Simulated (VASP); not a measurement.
A run of VASP 6.6.1 is set up as follows.

The input POSCAR:

```
Rh
1.0
    0.0988473943      1.9522360377      1.9522360377
    1.9522360377      0.0988473943      1.9522360377
    1.9522360377      1.9522360377      0.0988473943
Rh
1
Direct
    0.0000000000      0.0000000000      0.0000000000
```

File INCAR.step1:

```
SYSTEM = Rh
ALGO     = Normal         ! electronic algorithm
EDIFF    = 1E-4           ! SCF threshold, eV
ENCUT    = 520            ! plane-wave cutoff, eV
GGA      = PE             ! functional
ISMEAR   = 0              ! smearing method
LASPH    = .True.         ! aspherical terms in the spheres
LCHARG   = .False.        ! write CHGCAR
LREAL    = .False.        ! projectors in reciprocal space
LWAVE    = .True.         ! write WAVECAR
NBANDS   = 14             ! bands
NELM     = 100            ! most SCF steps
PREC     = Accurate       ! precision mode
SIGMA    = 0.15           ! smearing width, eV
```

The input INCAR.step2:

```
SYSTEM = Rh
ALGO     = Normal         ! electronic algorithm
EDIFF    = 1E-6           ! SCF threshold, eV
ENCUT    = 520            ! plane-wave cutoff, eV
ISIF     = 2              ! what is computed and relaxed
ISMEAR   = 0              ! smearing method
ISTART   = 1            
LASPH    = .True.         ! aspherical terms in the spheres
LCHARG   = .False.        ! write CHGCAR
LMIXTAU  = .True.       
LREAL    = .False.        ! projectors in reciprocal space
LWAVE    = .False.        ! write WAVECAR
METAGGA  = R2SCAN         ! meta-GGA
NBANDS   = 14             ! bands
NELM     = 100            ! most SCF steps
PREC     = Accurate       ! precision mode
SIGMA    = 0.15           ! smearing width, eV
```

The input KPOINTS:

```
k-points
0
Gamma
  24 24 24
  0 0 0
```

Potentials or basis: VASP PAW PBE potentials, release 64 (Rh_pv).

Launch:

```console
$ cat potpaw_PBE.64/Rh_pv/POTCAR > POTCAR
$ cp INCAR.step1 INCAR
$ mpirun -np 1 vasp_std > vasp.out
$ cp INCAR.step2 INCAR
$ mpirun -np 1 vasp_std > vasp.out
```

Predict the pressure.

2.9 GPa.

What does it give for the band gap on the k mesh?

Zero (an odd number of electrons rules out a gap without spin polarisation).

Stress tensor (GPa, compression positive):
```
 2.93 -9.90 -9.90
-9.90  2.93 -9.90
-9.90 -9.90  2.93
```

Caveat: the PAW data sets were made with another functional, which shifts forces and pressure a little.
